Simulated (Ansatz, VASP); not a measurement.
NaOs: VASP beside Ansatz

File INCAR:

```
SYSTEM = NaOs
PREC     = Accurate       ! precision mode
ENCUT    = 600            ! plane-wave cutoff, eV
EDIFF    = 1E-6           ! SCF threshold, eV
ISMEAR   = 0              ! smearing method
SIGMA    = 0.1            ! smearing width, eV
LREAL    = .FALSE.        ! projectors in reciprocal space
LASPH    = .TRUE.         ! aspherical terms in the spheres
NELM     = 100            ! most SCF steps
ALGO     = Normal         ! electronic algorithm
ISIF     = 3              ! what is computed and relaxed
LWAVE    = .FALSE.        ! write WAVECAR
LCHARG   = .FALSE.        ! write CHGCAR
GGA      = PE             ! functional
IBRION   = 2              ! ionic algorithm
NSW      = 90             ! ionic steps
EDIFFG   = -0.04          ! ionic threshold
```

Contents of KPOINTS:

```
regular mesh
0
G
  6 6 6
  0 0 0
```

The input POSCAR:

```
NaOs
1.0
    1.7062092200      0.9850803500      5.1362058700
   -1.7062092200      0.9850803500      5.1362058700
    0.0000000000     -1.9701607100      5.1362058700
Na Os
1 1
Direct
    0.5000000000      0.5000000000      0.5000000000
    0.0000000000      0.0000000000      0.0000000000
```

Input for Ansatz:

```yaml
crystal:
  lattice:
    - [1.70620922, 0.98508035, 5.13620587]
    - [-1.70620922, 0.98508035, 5.13620587]
    - [0.0, -1.97016071, 5.13620587]
  atoms:
    - { symbol: Na, position: [0.5, 0.5, 0.5] }
    - { symbol: Os, position: [0.0, 0.0, 0.0] }
basis:
  ecutwfc: 420
kpoints:
  mp_grid: { grid: [6, 6, 6] }
hamiltonian:
  xc: pbe
scf:
  occupations: { method: gaussian, width: 0.1 }
  lower_state_search: "off"
output:
  forces: true
  stress: true
  eigenvalues: true
relax:
  adjacent_minimum: "off"
  f_tol: 0.04
  max_steps: 70
  cell: { stress_tol: 0.4 }
```

Alike in both runs: task relaxation of cell and atoms; functional PBE; k mesh 6 × 6 × 6; occupations gaussian, width 0.1 eV; no spin polarisation.

|  | VASP | Ansatz |
| --- | --- | --- |
| version | VASP 6.6.1 | Ansatz 0.2.0 |
| potentials or method | VASP PAW PBE potentials, release 64 (Na_pv, Os), cutoff 600 eV | scalar-relativistic, plane waves, PAW |
| valence electrons in the cell | 15 | 25 |

VASP gave:

```
gap on the k mesh at the Fermi level, each at its own relaxed structure (eV) : none
relaxed volume (Å³/atom)                                                     : 16.44
relaxed length of the cell vector where the two differ most in proportion (Å)              : 5.470
```

Question: Estimate Ansatz's values.

Answer: gap on the k mesh at the Fermi level, each at its own relaxed structure (eV): none; relaxed volume (Å³/atom): 16.48; relaxed length of the cell vector where the two differ most in proportion (Å): 5.477.

A gap of «none» marks a metal or a gap that the smearing closes. VASP's potentials hold 15 valence electrons a cell and Ansatz's 25, so a difference there can come from the potentials and not from the codes.

The k mesh is coarse, so the values compare programs but aren't converged. Spin-orbit coupling is off throughout. Noted on VASP's run: the volume moved by over 15 % at a fixed basis, so the end points are rough.
